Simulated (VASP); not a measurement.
# CaZn3: relaxation of cell and atoms with LDA

The system is CaZn3.

```
Ca Zn
1.0
     4.33484    0.00000    0.00000
     0.00000    4.33484    0.00000
     0.00000    0.00000    4.33484
Ca Zn
1 3
Direct
  0.00000 0.00000 0.00000
  0.50000 0.50000 0.00000
  0.50000 0.00000 0.50000
  0.00000 0.50000 0.50000
```

```yaml
Program: VASP 6.6.1
Task: relaxation of cell and atoms
Functional: LDA
Potentials_or_basis: VASP PAW LDA potentials, release 64 (Ca_sv, Zn)
Cutoff: 600 eV
k_mesh: 5 × 5 × 5
Occupations: methfessel-paxton, width 0.15 eV
Spin: no spin polarisation
Target_pressure: 8 GPa
Dipole_correction: no
Further_INCAR_settings: ALGO = Normal; EDIFF = 1e-07; IBRION = 2; EDIFFG = -0.01; NSW = 100; ISIF = 3
```

```json
{
  "Relaxed volume": "16.28 Å³/atom",
  "Relaxed cell": "a = 4.023 Å, b = 4.023 Å, c = 4.023 Å, α = 90.00°, β = 90.00°, γ = 90.00°",
  "Space group after relaxing (to 0.1 Å)": "Pm-3m (No. 221)",
  "Energy change on relaxing (the run minimises the enthalpy)": "+2.3 meV/atom",
  "Ionic steps": "3",
  "Pressure after relaxing": "8.0 GPa",
  "Band gap on the k mesh": "zero (bands 23 and 24 overlap by 1.08 eV)"
}
```

The path:
```tsv
step	energy change (eV)	largest force (eV/Å)	pressure (GPa)	volume (Å³)
1	0.0000	0.0000	-5.14	81.46
2	0.1164	0.0000	10.88	63.30
3	0.0092	0.0000	8.03	65.13
```

Final structure:
```cif
data_structure
_symmetry_space_group_name_H-M 'P 1'
_symmetry_Int_Tables_number 1
_cell_length_a 4.0234
_cell_length_b 4.0234
_cell_length_c 4.0234
_cell_angle_alpha 90.000
_cell_angle_beta 90.000
_cell_angle_gamma 90.000
_cell_volume 65.13
loop_
_atom_site_label
_atom_site_type_symbol
_atom_site_fract_x
_atom_site_fract_y
_atom_site_fract_z
_atom_site_occupancy
Ca1 Ca 0.00000 0.00000 0.00000 1
Zn1 Zn 0.50000 0.50000 0.00000 1
Zn2 Zn 0.50000 0.00000 0.50000 1
Zn3 Zn 0.00000 0.50000 0.50000 1
```

Levels at points of the mesh, in eV from the Fermi level:
```tsv
k point	band 20	band 21	band 22	band 23	band 24	band 25
(0.00, 0.00, 0.00)	-6.94	-0.55	-0.55	0.16	0.16	0.16
```

Wall time 44 s on 1 thread of Intel(R) Xeon(R) Platinum 8488C (Sapphire Rapids), with other jobs on the host, peak memory 0.19 GiB.

Caveat: the cell is relaxed towards a set pressure, so the run minimises the enthalpy, not the energy; the volume moved by over 15 % at a fixed basis, so the end points are rough.
